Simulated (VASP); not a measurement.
# KCl (Pm-3m) in VASP: a series of runs

The runs below take KCl through single point, with r2SCAN.

Program: VASP 6.6.1. These are calculated values, not measurements. Logs are shortened: lines on timing, memory, paths and dates and some standing lists are left out, and cuts for length are marked.

### 1 The cell of the first run

Symmetry: Pm-3m, No. 221, cubic system. The conventional cell has a = 3.771 Å, b = 3.771 Å, c = 3.771 Å, α = 90.00°, β = 90.00°, γ = 90.00°. K (site symmetry m-3m) has 8 Cl at 3.27 Å and 6 K at 3.77 Å within 4.3 Å. Cl (site symmetry m-3m) has 8 K at 3.27 Å and 6 Cl at 3.77 Å within 4.3 Å.

### 2 Single point, r2SCAN

POSCAR

```
KCl
1.0
    3.7708085932      0.0000000000      0.0000000000
    0.0000000000      3.7708085932      0.0000000000
    0.0000000000      0.0000000000      3.7708085932
K Cl
1 1
Direct
    0.0000000000      0.0000000000      0.0000000000
    0.5000000000      0.5000000000      0.5000000000
```

INCAR.step1

```
SYSTEM = KCl
PREC = Accurate ; ENCUT = 520
ISMEAR = 0 ; SIGMA = 0.01
LREAL = .False. ; LASPH = .True.
NELM = 100 ; NBANDS = 15
GGA = PE ; ALGO = Normal
EDIFF = 1E-4 ; LWAVE = .True.
LCHARG = .False.
```

INCAR.step2

```
SYSTEM = KCl
PREC = Accurate ; ENCUT = 520
EDIFF = 1E-7 ; ISMEAR = 0
SIGMA = 0.01 ; LREAL = .False.
LASPH = .True. ; NELM = 100
ALGO = Normal ; ISIF = 2
LWAVE = .False. ; LCHARG = .False.
METAGGA = R2SCAN ; LMIXTAU = .True.
NBANDS = 15 ; ISTART = 1
```

KPOINTS

```
Automatic mesh
0
Gamma
  6 6 6
  0 0 0
```

Potentials or basis: VASP PAW PBE potentials, release 64 (K_sv, Cl).

Started as:

```bash
$ cat potpaw_PBE.64/K_sv/POTCAR potpaw_PBE.64/Cl/POTCAR > POTCAR
$ cp INCAR.step1 INCAR
$ mpirun -np 1 vasp_std > vasp.out
$ cp INCAR.step2 INCAR
$ mpirun -np 1 vasp_std > vasp.out
```

OUTCAR:

```text
SYSTEM = KCl
   PREC = Accurate
   ENCUT = 520
   EDIFF = 1E-7
   ISMEAR = 0
   LREAL = .False.
   LASPH = .True.
   NELM = 100
   ISIF = 2
   METAGGA = R2SCAN
   ISTART = 1

 ion  position               nearest neighbor table
   1  0.000  0.000  0.000-
   2  0.500  0.500  0.500-

  LATTYP: Found a simple cubic cell.
 ALAT       =     3.7708085932

  Lattice vectors:

 A1 = (   3.7708085932,   0.0000000000,   0.0000000000)
 A2 = (   0.0000000000,   3.7708085932,   0.0000000000)
 A3 = (   0.0000000000,   0.0000000000,   3.7708085932)

Analysis of symmetry for initial positions (statically):
=====================================================================
 Subroutine PRICEL returns:
 Original cell was already a primitive cell.

 Routine SETGRP: Setting up the symmetry group for a
 simple cubic supercell.

 Subroutine GETGRP returns: Found 48 space group operations
 (whereof 48 operations were pure point group operations)
 out of a pool of 48 trial point group operations.

The static configuration has the point symmetry O_h .

Analysis of symmetry for dynamics (positions and initial velocities):
=====================================================================
 Subroutine PRICEL returns:
 Original cell was already a primitive cell.

 Routine SETGRP: Setting up the symmetry group for a
 simple cubic supercell.

 Subroutine GETGRP returns: Found 48 space group operations
 (whereof 48 operations were pure point group operations)
 out of a pool of 48 trial point group operations.

The dynamic configuration has the point symmetry O_h .

 Subroutine INISYM returns: Found 48 space group operations
 (whereof 48 operations are pure point group operations),
 and found     1 'primitive' translations

----------------------------------------------------------------------------------------

                                     Primitive cell

  volume of cell :      53.6171

  direct lattice vectors                    reciprocal lattice vectors
     3.770808593  0.000000000  0.000000000     0.265195110  0.000000000  0.000000000
     0.000000000  3.770808593  0.000000000     0.000000000  0.265195110  0.000000000
     0.000000000  0.000000000  3.770808593     0.000000000  0.000000000  0.265195110

  length of vectors
     3.770808593  3.770808593  3.770808593     0.265195110  0.265195110  0.265195110

  position of ions in fractional coordinates (direct lattice)
     0.000000000  0.000000000  0.000000000
     0.500000000  0.500000000  0.500000000

  ion indices of the primitive-cell ions
   primitive index   ion index
[... 80 lines left out ...]
   NELECT =      16.0000    total number of electrons
   NUPDOWN=      -1.0000    fix difference up-down
   EMIN   =  10.00;   EMAX   =-10.00  energy-range for DOS
   EFERMI =   0.00;   METHOD = LEGACY
   ISMEAR =     0;   SIGMA  =   0.01  broadening in eV -4-tet -1-fermi 0-gaus
   EFERMI_NEDOS =   21; number of points for ismear=-14 and -15
   IALGO  =     38    algorithm
   IMIX   =      4    mixing-type and parameters
     AMIX     =   0.40;   BMIX     =  1.00
     AMIX_MAG =   1.60;   BMIX_MAG =  1.00
  volume/ion in A,a.u.               =      26.81       180.91
  Fermi-wavevector in a.u.,A,eV,Ry     =   1.093991  2.067343 16.283669  1.196816
  Thomas-Fermi vector in A             =   2.230287
   LORBIT       =      0    0 simple, 1 ext, 2 COOP (PROOUT), +10 PAW based schemes
   METAGGA = R2SCAN    functional components
   LHFCALC =     F    Hartree Fock is set to
   AEXX    =    0.0000 exact exchange contribution
   IVDW    =     0    specifies the selected vdW correction
   LEPSILON=     F    determine dielectric tensor
   LRPA    =     F    only Hartree local field effects (RPA)
 non-spin polarized calculation
 Gauss-broadening in eV      SIGMA  =   0.01
  energy-cutoff  :      520.00
  volume of cell :       53.62
 maximum number of plane-waves:      1472
   NGX = 15   NGY = 15   NGZ = 15

 number of electron      16.0000004 magnetization

 Free energy of the ion-electron system (eV)
  ---------------------------------------------------
  ext. energy  EPLUGINS =         0.00000000
  ---------------------------------------------------
  free energy    TOTEN  =       -16.40761046 eV

  energy without entropy =      -16.40761046  energy(sigma->0) =      -16.40761046

 E-fermi :  -0.9025     XC(G=0):  -8.7351

 val. band max:       -0.9576394764   @ k =   0.5000   0.5000   0.0000
 cond. band min:       4.8510196644   @ k =   0.0000   0.0000   0.0000
 fundamental gap:      5.8086591407
 Fermi energy:        -0.9025047240

 k-point     1 :       0.0000    0.0000    0.0000
  band No.  band energies     occupation
      1     -30.0435      2.00000
      2     -14.1924      2.00000
      3     -12.6521      2.00000
      4     -12.6521      2.00000
      5     -12.6521      2.00000
      6      -1.1738      2.00000
      7      -1.1738      2.00000
      8      -1.1738      2.00000
      9       4.8510      0.00000
     10       6.1342      0.00000
     11       6.1342      0.00000
     12      10.6457      0.00000
     13      10.6457      0.00000
     14      10.6457      0.00000
[... 329 lines left out ...]
      2     -13.7185      2.00000
      3     -12.8447      2.00000
      4     -12.8447      2.00000
      5     -12.8447      2.00000
      6      -2.4121      2.00000
      7      -2.4121      2.00000
      8      -2.4121      2.00000
      9       8.7135      0.00000
     10       8.7135      0.00000
     11       8.7135      0.00000
     12      10.0055      0.00000
     13      10.0055      0.00000
     14      10.0055      0.00000
     15      12.3402      0.00000

------------------------ aborting loop because EDIFF is reached ----------------------------------------

  FORCE on cell =-STRESS in cart. coord.  units (eV):
  Direction    XX          YY          ZZ          XY          YZ          ZX
  --------------------------------------------------------------------------------------
  -------------------------------------------------------------------------------------
  Total       -0.0137316     -0.0137316     -0.0137316     -0.0000000     -0.0000000      0.0000000
  in kB       -0.4103246     -0.4103246     -0.4103246     -0.0000000     -0.0000000      0.0000000
  external PRESSURE =      -0.4103246 kB  Pullay stress =       0.0000000 kB

 VOLUME and BASIS-vectors are now :
 -----------------------------------------------------------------------------
  energy-cutoff  :      520.00
  volume of cell :       53.62
      direct lattice vectors                 reciprocal lattice vectors
     3.770808593  0.000000000  0.000000000     0.265195110  0.000000000  0.000000000
     0.000000000  3.770808593  0.000000000     0.000000000  0.265195110  0.000000000
     0.000000000  0.000000000  3.770808593     0.000000000  0.000000000  0.265195110

 POSITION                                       TOTAL-FORCE (eV/Angst)
 -----------------------------------------------------------------------------------
      0.00000      0.00000      0.00000         0.000000      0.000000      0.000000
      1.88540      1.88540      1.88540         0.000000      0.000000      0.000000
 -----------------------------------------------------------------------------------
    total drift:                               -0.000000      0.000000      0.000000

  FREE ENERGIE OF THE ION-ELECTRON SYSTEM (eV)
  ---------------------------------------------------
  free  energy   TOTEN  =       -16.4076104601 eV

  energy  without entropy=      -16.4076104601  energy(sigma->0) =      -16.40761046
```

OUTCAR.step1:

```text
SYSTEM = KCl
   PREC = Accurate
   ENCUT = 520
   ISMEAR = 0
   LREAL = .False.
   LASPH = .True.
[... 574 lines left out ...]
      0.00000      0.00000      0.00000         0.000000      0.000000      0.000000
      1.88540      1.88540      1.88540         0.000000      0.000000      0.000000
 -----------------------------------------------------------------------------------
    total drift:                               -0.000000      0.000000      0.000000

  FREE ENERGIE OF THE ION-ELECTRON SYSTEM (eV)
  ---------------------------------------------------
  free  energy   TOTEN  =        -6.6447830622 eV

  energy  without entropy=       -6.6447830622  energy(sigma->0) =       -6.64478306
```

It took 49 s on 1 thread of Intel Xeon Platinum 8259CL at 2.50GHz (Skylake/Cascade Lake), shared host; peak memory 0.17 GiB.

What came out:

- Free energy: -16.4076 eV
- Pressure: 0.0 GPa
- Band gap on the k mesh: 5.81 eV, indirect (least direct gap 6.02 eV)

Caveat: the PAW data sets were made with another functional, which shifts forces and pressure a little.

### 3 Single point, r2SCAN

POSCAR is that of step 2.

INCAR.step1

```
SYSTEM = KCl
PREC = Accurate
ENCUT = 520
ISMEAR = 0
SIGMA = 0.001
LREAL = .FALSE.
LASPH = .TRUE.
NELM = 100
NBANDS = 15
GGA = PE
ALGO = Normal
EDIFF = 1E-4
LWAVE = .TRUE.
LCHARG = .FALSE.
```

INCAR.step2

```
SYSTEM = KCl
PREC = Accurate
ENCUT = 520
EDIFF = 1E-7
ISMEAR = 0
SIGMA = 0.001
LREAL = .FALSE.
LASPH = .TRUE.
NELM = 100
ALGO = Normal
ISIF = 2
LWAVE = .FALSE.
LCHARG = .FALSE.
METAGGA = R2SCAN
LMIXTAU = .TRUE.
NBANDS = 15
ISTART = 1
```

KPOINTS

```
Automatic mesh
0
G
  6 6 6
  0 0 0
```

Potentials or basis: VASP PAW PBE potentials, release 64 (K_sv, Cl).

Started as:

```bash
$ cat potpaw_PBE.64/K_sv/POTCAR potpaw_PBE.64/Cl/POTCAR > POTCAR
$ cp INCAR.step1 INCAR
$ mpirun -np 1 vasp_std > vasp.out
$ cp INCAR.step2 INCAR
$ mpirun -np 1 vasp_std > vasp.out
```

OUTCAR:

```text
SYSTEM = KCl
   PREC = Accurate
   ENCUT = 520
   EDIFF = 1E-7
   ISMEAR = 0
   LREAL = .FALSE.
   LASPH = .TRUE.
   NELM = 100
   ISIF = 2
   METAGGA = R2SCAN
   ISTART = 1

 ion  position               nearest neighbor table
   1  0.000  0.000  0.000-
   2  0.500  0.500  0.500-

  LATTYP: Found a simple cubic cell.
 ALAT       =     3.7708085932

  Lattice vectors:

 A1 = (   3.7708085932,   0.0000000000,   0.0000000000)
 A2 = (   0.0000000000,   3.7708085932,   0.0000000000)
 A3 = (   0.0000000000,   0.0000000000,   3.7708085932)

Analysis of symmetry for initial positions (statically):
=====================================================================
 Subroutine PRICEL returns:
 Original cell was already a primitive cell.

 Routine SETGRP: Setting up the symmetry group for a
 simple cubic supercell.

 Subroutine GETGRP returns: Found 48 space group operations
 (whereof 48 operations were pure point group operations)
 out of a pool of 48 trial point group operations.

The static configuration has the point symmetry O_h .

Analysis of symmetry for dynamics (positions and initial velocities):
[... 165 lines left out ...]
      3     -12.6521      2.00000
      4     -12.6521      2.00000
      5     -12.6521      2.00000
      6      -1.1738      2.00000
      7      -1.1738      2.00000
      8      -1.1738      2.00000
      9       4.8510      0.00000
     10       6.1342      0.00000
     11       6.1342      0.00000
     12      10.6457      0.00000
     13      10.6457      0.00000
     14      10.6457      0.00000
[... 329 lines left out ...]
      2     -13.7185      2.00000
      3     -12.8447      2.00000
      4     -12.8447      2.00000
      5     -12.8447      2.00000
      6      -2.4121      2.00000
      7      -2.4121      2.00000
      8      -2.4121      2.00000
      9       8.7135      0.00000
     10       8.7135      0.00000
     11       8.7135      0.00000
     12      10.0055      0.00000
     13      10.0055      0.00000
     14      10.0055      0.00000
     15      12.3402      0.00000

------------------------ aborting loop because EDIFF is reached ----------------------------------------

  FORCE on cell =-STRESS in cart. coord.  units (eV):
  Direction    XX          YY          ZZ          XY          YZ          ZX
  --------------------------------------------------------------------------------------
  -------------------------------------------------------------------------------------
  Total       -0.0137316     -0.0137316     -0.0137316      0.0000000     -0.0000000      0.0000000
  in kB       -0.4103248     -0.4103248     -0.4103248      0.0000000     -0.0000000      0.0000000
  external PRESSURE =      -0.4103248 kB  Pullay stress =       0.0000000 kB

 VOLUME and BASIS-vectors are now :
 -----------------------------------------------------------------------------
  energy-cutoff  :      520.00
  volume of cell :       53.62
      direct lattice vectors                 reciprocal lattice vectors
     3.770808593  0.000000000  0.000000000     0.265195110  0.000000000  0.000000000
     0.000000000  3.770808593  0.000000000     0.000000000  0.265195110  0.000000000
     0.000000000  0.000000000  3.770808593     0.000000000  0.000000000  0.265195110

 POSITION                                       TOTAL-FORCE (eV/Angst)
 -----------------------------------------------------------------------------------
      0.00000      0.00000      0.00000         0.000000      0.000000      0.000000
      1.88540      1.88540      1.88540         0.000000      0.000000      0.000000
 -----------------------------------------------------------------------------------
    total drift:                               -0.000000      0.000000      0.000000

  FREE ENERGIE OF THE ION-ELECTRON SYSTEM (eV)
  ---------------------------------------------------
  free  energy   TOTEN  =       -16.4076104602 eV

  energy  without entropy=      -16.4076104602  energy(sigma->0) =      -16.40761046
```

OUTCAR.step1:

```text
SYSTEM = KCl
   PREC = Accurate
   ENCUT = 520
   ISMEAR = 0
   LREAL = .FALSE.
   LASPH = .TRUE.
[... 574 lines left out ...]
      0.00000      0.00000      0.00000         0.000000      0.000000      0.000000
      1.88540      1.88540      1.88540         0.000000      0.000000      0.000000
 -----------------------------------------------------------------------------------
    total drift:                               -0.000000      0.000000      0.000000

  FREE ENERGIE OF THE ION-ELECTRON SYSTEM (eV)
  ---------------------------------------------------
  free  energy   TOTEN  =        -6.6447830622 eV

  energy  without entropy=       -6.6447830622  energy(sigma->0) =       -6.64478306
```

OSZICAR.step1:

```text
N       E                     dE             d eps       ncg     rms          rms(c)
DAV:   1     0.105697082821E+03    0.10570E+03   -0.73928E+03   600   0.981E+02
DAV:   2    -0.128179167600E+01   -0.10698E+03   -0.99540E+02   798   0.247E+02
DAV:   3    -0.678375833150E+01   -0.55020E+01   -0.54723E+01   824   0.503E+01
DAV:   4    -0.694539741797E+01   -0.16164E+00   -0.16162E+00   909   0.813E+00
DAV:   5    -0.694673044485E+01   -0.13330E-02   -0.13330E-02   845   0.803E-01    0.310E+00
DAV:   6    -0.667555619147E+01    0.27117E+00   -0.29169E-01   719   0.322E+00    0.259E+00
DAV:   7    -0.664274793022E+01    0.32808E-01   -0.88334E-02   761   0.197E+00    0.154E+00
DAV:   8    -0.664475397802E+01   -0.20060E-02   -0.16431E-02   877   0.994E-01    0.203E-01
DAV:   9    -0.664478306220E+01   -0.29084E-04   -0.70939E-04   810   0.187E-01
   1 F= -.66447831E+01 E0= -.66447831E+01  d E =0.000000E+00
```

Wall time 48 s (1 thread of Intel Xeon Platinum 8259CL at 2.50GHz (Skylake/Cascade Lake), shared host); peak memory 0.17 GiB.

Results:

| Property | Result |
| --- | --- |
| Free energy | -16.4076 eV |
| Pressure | 0.0 GPa |
| Band gap on the k mesh | 5.81 eV, indirect (least direct gap 6.02 eV) |

Caveat: the PAW data sets were made with another functional, which shifts forces and pressure a little.

### 4 Single point, r2SCAN

POSCAR is that of step 3.

INCAR.step1

```
PREC = Accurate
ENCUT = 520
ISMEAR = 1
SIGMA = 0.001
LREAL = False
LASPH = True
NELM = 80
NBANDS = 15
GGA = PE
ALGO = Normal
EDIFF = 1E-4
LWAVE = True
LCHARG = False
```

INCAR.step2

```
PREC = Accurate
ENCUT = 520
EDIFF = 1E-6
ISMEAR = 1
SIGMA = 0.001
LREAL = False
LASPH = True
NELM = 80
ALGO = Normal
ISIF = 2
LWAVE = False
LCHARG = False
METAGGA = R2SCAN
LMIXTAU = True
NBANDS = 15
ISTART = 1
```

KPOINTS

```
Automatic mesh
0
Gamma
  6 6 6
```

Started as:

```bash
$ cat potpaw_PBE.64/K_sv/POTCAR potpaw_PBE.64/Cl/POTCAR > POTCAR
$ cp INCAR.step1 INCAR
$ mpirun -np 1 vasp_std > vasp.out
$ cp INCAR.step2 INCAR
$ mpirun -np 1 vasp_std > vasp.out
```

Run time: 46 s. Hardware: 1 thread of Intel Xeon Platinum 8259CL at 2.50GHz (Skylake/Cascade Lake), shared host; peak memory 0.17 GiB.

Results (log left out):

```
Free energy            : -16.4076 eV
Pressure               : 0.0 GPa
Band gap on the k mesh : 5.81 eV, indirect (least direct gap 6.02 eV)
```

Levels at points of the mesh, in eV from the valence-band top:
```
           k point  band 6  band 7  band 8  band 9  band 10  band 11
(0.00, 0.00, 0.00)   -0.22   -0.22   -0.22    5.81     7.09     7.09
(0.50, 0.00, 0.00)   -1.90   -0.23   -0.23    8.56     8.74     9.32
(0.50, 0.50, 0.00)   -1.30   -1.30    0.00    6.86     8.08     9.73
(0.50, 0.50, 0.50)   -1.45   -1.45   -1.45    9.67     9.67     9.67
```

Caveat: the PAW data sets were made with another functional, which shifts forces and pressure a little.

(Continued in part 2 of 2.)
